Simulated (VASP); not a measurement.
# CdTeO4 (P4/mmm) in VASP: single point with PBE

Aim: the single point of CdTeO4 with PBE.

All numbers are computed with VASP 6.6.1; they aren't measurements. Logs are shortened: lines on timing, memory, paths and dates and some standing lists are left out, and cuts for length are marked.

**1. The cell of the first run**

It takes space group P4/mmm (No. 123, tetragonal). Conventional cell: a = 3.657 Å, b = 3.657 Å, c = 6.427 Å, α = 90.00°, β = 90.00°, γ = 90.00°. Within 2.3 Å of Cd (site symmetry 4/mmm) lie 6 O at 1.76 to 1.83 Å. Within 3.9 Å of Te (site symmetry 4/mmm) lie 16 O at 2.97 to 3.70 Å and 4 Te at 3.66 Å. O (site symmetry mmm) has 2 Cd at 1.83 Å within 2.4 Å. O (site symmetry 4mm) has 1 Cd at 1.76 Å within 2.3 Å.

**2. Single point, PBE**

File INCAR:

```
SYSTEM = CdTeO4
PREC = Accurate
ENCUT = 520
EDIFF = 1E-6
ISMEAR = 0
SIGMA = 0.1
LREAL = .False.
LASPH = .True.
NELM = 80
ALGO = Normal
ISIF = 2
LWAVE = .False.
LCHARG = .False.
GGA = PE
NBANDS = 30
```

File KPOINTS:

```
Automatic mesh
0
Gamma
  6 6 4
  0 0 0
```

File POSCAR:

```
CdTeO4
1.0
    3.6566350200      0.0000000000      0.0000000000
    0.0000000000      3.6566350200      0.0000000000
    0.0000000000      0.0000000000      6.4267676900
Cd Te O
1 1 4
Direct
    0.0000000000      0.0000000000      0.0000000000
    0.5000000000      0.5000000000      0.5000000000
    0.5000000000      0.0000000000      0.0000000000
    0.0000000000      0.5000000000      0.0000000000
    0.0000000000      0.0000000000      0.2737000000
    0.0000000000      0.0000000000      0.7263000000
```

Potentials or basis: VASP PAW PBE potentials, release 64 (Cd, Te, O).

Launch:

```bash
$ cat potpaw_PBE.64/Cd/POTCAR potpaw_PBE.64/Te/POTCAR potpaw_PBE.64/O/POTCAR > POTCAR
$ mpirun -np 1 vasp_std > vasp.out
```

OUTCAR:

```text
SYSTEM = CdTeO4
   PREC = Accurate
   ENCUT = 520
   EDIFF = 1E-6
   ISMEAR = 0
   LREAL = .False.
   LASPH = .True.
   NELM = 80
   ISIF = 2
   GGA = PE

 ion  position               nearest neighbor table
   1  0.000  0.000  0.000-   5 1.76   6 1.76   3 1.83   4 1.83   4 1.83   3 1.83
   2  0.500  0.500  0.500-
   3  0.500  0.000  0.000-   1 1.83   1 1.83
   4  0.000  0.500  0.000-   1 1.83   1 1.83
   5  0.000  0.000  0.274-   1 1.76
   6  0.000  0.000  0.726-   1 1.76

  LATTYP: Found a simple tetragonal cell.
 ALAT       =     3.6566350200
 C/A-ratio  =     1.7575633485

  Lattice vectors:

 A1 = (   3.6566350200,   0.0000000000,   0.0000000000)
 A2 = (   0.0000000000,   3.6566350200,   0.0000000000)
 A3 = (   0.0000000000,   0.0000000000,   6.4267676900)

Analysis of symmetry for initial positions (statically):
=====================================================================
 Subroutine PRICEL returns:
 Original cell was already a primitive cell.

 Routine SETGRP: Setting up the symmetry group for a
 simple tetragonal supercell.

 Subroutine GETGRP returns: Found 16 space group operations
 (whereof 16 operations were pure point group operations)
 out of a pool of 16 trial point group operations.

The static configuration has the point symmetry D_4h.

Analysis of symmetry for dynamics (positions and initial velocities):
=====================================================================
 Subroutine PRICEL returns:
 Original cell was already a primitive cell.

 Routine SETGRP: Setting up the symmetry group for a
 simple tetragonal supercell.

 Subroutine GETGRP returns: Found 16 space group operations
 (whereof 16 operations were pure point group operations)
 out of a pool of 16 trial point group operations.

The dynamic configuration has the point symmetry D_4h.

 Subroutine INISYM returns: Found 16 space group operations
 (whereof 16 operations are pure point group operations),
 and found     1 'primitive' translations

----------------------------------------------------------------------------------------

                                     Primitive cell

  volume of cell :      85.9322

  direct lattice vectors                    reciprocal lattice vectors
     3.656635020  0.000000000  0.000000000     0.273475475  0.000000000  0.000000000
     0.000000000  3.656635020  0.000000000     0.000000000  0.273475475  0.000000000
     0.000000000  0.000000000  6.426767690     0.000000000  0.000000000  0.155599214

  length of vectors
     3.656635020  3.656635020  6.426767690     0.273475475  0.273475475  0.155599214

  position of ions in fractional coordinates (direct lattice)
     0.000000000  0.000000000  0.000000000
     0.500000000  0.500000000  0.500000000
     0.500000000  0.000000000  0.000000000
     0.000000000  0.500000000  0.000000000
     0.000000000  0.000000000  0.273700000
     0.000000000  0.000000000  0.726300000

  ion indices of the primitive-cell ions
   primitive index   ion index
                 1           1
                 2           2
                 3           3
                 4           4
                 5           5
                 6           6

----------------------------------------------------------------------------------------

 KPOINTS: Automatic mesh

Automatic generation of k-mesh.
 Grid dimensions read from file:
 generate k-points for:    6    6    4

 Generating k-lattice:

  Cartesian coordinates                     Fractional coordinates (reciprocal lattice)
     0.045579246  0.000000000  0.000000000     0.166666667  0.000000000  0.000000000
     0.000000000  0.045579246  0.000000000     0.000000000  0.166666667  0.000000000
     0.000000000  0.000000000  0.038899803     0.000000000  0.000000000  0.250000000

  Length of vectors
     0.045579246  0.045579246  0.038899803

  Shift w.r.t. Gamma in fractional coordinates (k-lattice)
     0.000000000  0.000000000  0.000000000

 Subroutine IBZKPT returns following result:
 ===========================================

 Found     30 irreducible k-points:

 Following reciprocal coordinates:
            Coordinates               Weight
  0.000000  0.000000  0.000000      1.000000
  0.166667  0.000000  0.000000      4.000000
  0.333333  0.000000  0.000000      4.000000
  0.500000  0.000000  0.000000      2.000000
  0.166667  0.166667  0.000000      4.000000
  0.333333  0.166667  0.000000      8.000000
[... 16 lines left out ...]
  0.333333  0.000000  0.500000      4.000000
  0.500000  0.000000  0.500000      2.000000
 [... further k-points ...]
   k-points           NKPTS =     30   k-points in BZ     NKDIM =     30   number of bands    NBANDS=     30
   number of dos      NEDOS =    301   number of ions     NIONS =      6
   total plane-waves  NPLWV =  37632
   dimension x,y,z NGX =    28 NGY =   28 NGZ =   48
   dimension x,y,z NGXF=    56 NGYF=   56 NGZF=   96
   ions per type =               1   1   4
   NGX,Y,Z   is equivalent  to a cutoff of  12.73, 12.73, 12.42 a.u.
   NGXF,Y,Z  is equivalent  to a cutoff of  25.46, 25.46, 24.83 a.u.
 SYSTEM =  CdTeO4
   PREC   = accura    normal or accurate (medium, high low for compatibility)
   ISTART =      0    job   : 0-new  1-cont  2-samecut
   ICHARG =      2    charge: 1-file 2-atom 10-const
   ISPIN  =      1    spin polarized calculation?
   LNONCOLLINEAR =      F non collinear calculations
   LSORBIT =      F    spin-orbit coupling
   LASPH  =      T    aspherical Exc in radial PAW
   ENCUT  =  520.0 eV  38.22 Ry    6.18 a.u.   6.80  6.80 11.95*2*pi/ulx,y,z
   NELM   =     80;   NELMIN=  2; NELMDL= -5     # of ELM steps
   EDIFF  = 0.1E-05   stopping-criterion for ELM
   LREAL  =      F    real-space projection
   EDIFFG = 0.1E-04   stopping-criterion for IOM
   NSW    =      0    number of steps for IOM
   IBRION =     -1    ionic relax: 0-MD 1-quasi-New 2-CG
   NFREE  =      0    steps in history (QN), initial steepest desc. (CG)
   ISIF   =      2    stress and relaxation
   ISYM   =      2    0-nonsym 1-usesym 2-fastsym
   POTIM  = 0.5000    time-step for ionic-motion
   TEBEG  =    0.0;   TEEND  =   0.0 temperature during run
   PSTRESS=    0.0 pullay stress
   NELECT =      42.0000    total number of electrons
   NUPDOWN=      -1.0000    fix difference up-down
   EMIN   =  10.00;   EMAX   =-10.00  energy-range for DOS
   EFERMI =   0.00;   METHOD = LEGACY
   ISMEAR =     0;   SIGMA  =   0.10  broadening in eV -4-tet -1-fermi 0-gaus
   EFERMI_NEDOS =   21; number of points for ismear=-14 and -15
   IALGO  =     38    algorithm
   IMIX   =      4    mixing-type and parameters
     AMIX     =   0.40;   BMIX     =  1.00
     AMIX_MAG =   1.60;   BMIX_MAG =  1.00
  volume/ion in A,a.u.               =      14.32        96.65
  Fermi-wavevector in a.u.,A,eV,Ry     =   1.289553  2.436902 22.625779  1.662948
  Thomas-Fermi vector in A             =   2.421439
   LORBIT       =      0    0 simple, 1 ext, 2 COOP (PROOUT), +10 PAW based schemes
   GGA     = PE    functional components
   LHFCALC =     F    Hartree Fock is set to
   AEXX    =    0.0000 exact exchange contribution
   IVDW    =     0    specifies the selected vdW correction
   LEPSILON=     F    determine dielectric tensor
   LRPA    =     F    only Hartree local field effects (RPA)
 non-spin polarized calculation
 Gauss-broadening in eV      SIGMA  =   0.10
  energy-cutoff  :      520.00
  volume of cell :       85.93
 maximum number of plane-waves:      2343
 NGX is ok and might be reduce to    28
   NGX = 13   NGY = 13   NGZ = 23

 number of electron      42.0000000 magnetization

 Free energy of the ion-electron system (eV)
  ---------------------------------------------------
  ext. energy  EPLUGINS =         0.00000000
  ---------------------------------------------------
  free energy    TOTEN  =       -14.31307274 eV

  energy without entropy =      -14.28951479  energy(sigma->0) =      -14.30129376

 E-fermi :   2.8503     XC(G=0): -10.3489

 val. band max:        2.8411139012   @ k =   0.5000   0.1667   0.5000
 cond. band min:       2.8593811650   @ k =   0.3333   0.0000   0.2500
 fundamental gap:      0.0182672638
 Fermi energy:         2.8502548826

 k-point     1 :       0.0000    0.0000    0.0000
  band No.  band energies     occupation
      1     -16.2772      2.00000
      2     -15.5637      2.00000
      3     -15.2818      2.00000
      4     -14.5443      2.00000
      5      -8.7338      2.00000
      6      -6.4713      2.00000
[... 22 lines left out ...]
     29      15.7568      0.00000
     30      15.7758      0.00000

 k-point     2 :       0.1667    0.0000    0.0000
  band No.  band energies     occupation
      1     -16.1719      2.00000
      2     -15.5049      2.00000
      3     -15.1512      2.00000
      4     -14.5237      2.00000
      5      -8.6080      2.00000
      6      -6.6150      2.00000
[... 22 lines left out ...]
     29      13.9520      0.00000
     30      15.4766      0.00000

 k-point     3 :       0.3333    0.0000    0.0000
  band No.  band energies     occupation
      1     -16.0182      2.00000
      2     -15.4434      2.00000
      3     -14.6650      2.00000
      4     -14.4822      2.00000
      5      -8.3050      2.00000
      6      -7.5012      2.00000
[... 22 lines left out ...]
     29      14.8922      0.00000
     30      14.9766      0.00000

 k-point     4 :       0.5000    0.0000    0.0000
  band No.  band energies     occupation
      1     -15.9622      2.00000
      2     -15.4256      2.00000
      3     -14.4611      2.00000
      4     -14.2951      2.00000
      5      -8.4206      2.00000
      6      -8.0924      2.00000
[... 616 lines left out ...]
     29      14.1729      0.00000
     30      14.5905      0.00000

 k-point    23 :       0.3333    0.0000    0.5000
  band No.  band energies     occupation
      1     -15.9412      2.00000
      2     -15.4108      2.00000
      3     -14.6640      2.00000
      4     -14.6639      2.00000
      5      -8.2366      2.00000
      6      -7.4801      2.00000
[... 22 lines left out ...]
     29      14.7370      0.00000
     30      14.9576      0.00000

 k-point    24 :       0.5000    0.0000    0.5000
  band No.  band energies     occupation
      1     -15.8904      2.00000
      2     -15.3980      2.00000
      3     -14.6226      2.00000
      4     -14.2934      2.00000
      5      -8.3899      2.00000
      6      -8.2088      2.00000
[... 22 lines left out ...]
     29      14.6100      0.00000
     30      15.1892      0.00000

 [... further k-points ...]

------------------------ aborting loop because EDIFF is reached ----------------------------------------

  FORCE on cell =-STRESS in cart. coord.  units (eV):
  Direction    XX          YY          ZZ          XY          YZ          ZX
  --------------------------------------------------------------------------------------
  -------------------------------------------------------------------------------------
  Total       15.4365795     15.4365795     25.9566516      0.0000000      0.0000000     -0.0000000
  in kB      287.8099646    287.8099646    483.9532599      0.0000000      0.0000000     -0.0000000
  external PRESSURE =     353.1910630 kB  Pullay stress =       0.0000000 kB

 VOLUME and BASIS-vectors are now :
 -----------------------------------------------------------------------------
  energy-cutoff  :      520.00
  volume of cell :       85.93
      direct lattice vectors                 reciprocal lattice vectors
     3.656635020  0.000000000  0.000000000     0.273475475  0.000000000  0.000000000
     0.000000000  3.656635020  0.000000000     0.000000000  0.273475475  0.000000000
     0.000000000  0.000000000  6.426767690     0.000000000  0.000000000  0.155599214

 POSITION                                       TOTAL-FORCE (eV/Angst)
 -----------------------------------------------------------------------------------
      0.00000      0.00000      0.00000        -0.000000      0.000000      0.000000
      1.82832      1.82832      3.21338        -0.000000      0.000000      0.000000
      1.82832      0.00000      0.00000        -0.000000      0.000000      0.000000
      0.00000      1.82832      0.00000        -0.000000      0.000000      0.000000
      0.00000      0.00000      1.75901         0.000000      0.000000      9.695757
      0.00000      0.00000      4.66776        -0.000000      0.000000     -9.695757
 -----------------------------------------------------------------------------------
    total drift:                               -0.000000      0.000000     -0.000000

  FREE ENERGIE OF THE ION-ELECTRON SYSTEM (eV)
  ---------------------------------------------------
  free  energy   TOTEN  =       -14.3130727378 eV

  energy  without entropy=      -14.2895147880  energy(sigma->0) =      -14.30129376
```

It took 62 s on 1 thread of Intel Xeon Platinum 8375C at 2.90GHz (Ice Lake), shared host; peak memory 0.23 GiB.

What came out:

* Free energy: -14.3131 eV
* Pressure: 35.3 GPa
* Largest force: 9.696 eV/Å
* Band gap on the k mesh: zero (band 21 reaches 3.32 eV, above the bottom of band 22 at 2.10 eV)

Forces in eV/Å, atoms in the order of the input:
```
Cd   0.000  0.000  0.000
Te   0.000  0.000  0.000
O    0.000  0.000  0.000
O    0.000  0.000  0.000
O    0.000  0.000  9.696
O    0.000  0.000 -9.696
```

Levels at points of the mesh, in eV from the Fermi level:
| k point | band 18 | band 19 | band 20 | band 21 | band 22 | band 23 | band 24 | band 25 |
| --- | --- | --- | --- | --- | --- | --- | --- | --- |
| (0.00, 0.00, 0.00) | -1.20 | -1.01 | -0.75 | -0.75 | -0.49 | 0.34 | 1.56 | 1.56 |
| (0.50, 0.00, 0.00) | -1.25 | -1.14 | -1.13 | -0.36 | -0.13 | 0.99 | 1.04 | 2.72 |
| (0.50, 0.50, 0.00) | -0.57 | -0.03 | -0.03 | 0.12 | 0.12 | 0.47 | 1.78 | 3.56 |
| (0.00, 0.00, 0.50) | -1.38 | -1.30 | -1.02 | -0.75 | -0.75 | 0.29 | 1.69 | 1.69 |
| (0.50, 0.00, 0.50) | -1.38 | -1.36 | -0.34 | -0.12 | -0.07 | 0.75 | 1.00 | 2.84 |
| (0.50, 0.50, 0.50) | -0.43 | -0.43 | -0.09 | 0.47 | 0.75 | 0.75 | 2.64 | 3.56 |

Caveat: spin-orbit coupling is left out, which moves the levels of the heavy elements; forces of over 1 eV/Å act on the atoms, so gaps and moduli don't describe the material at rest.
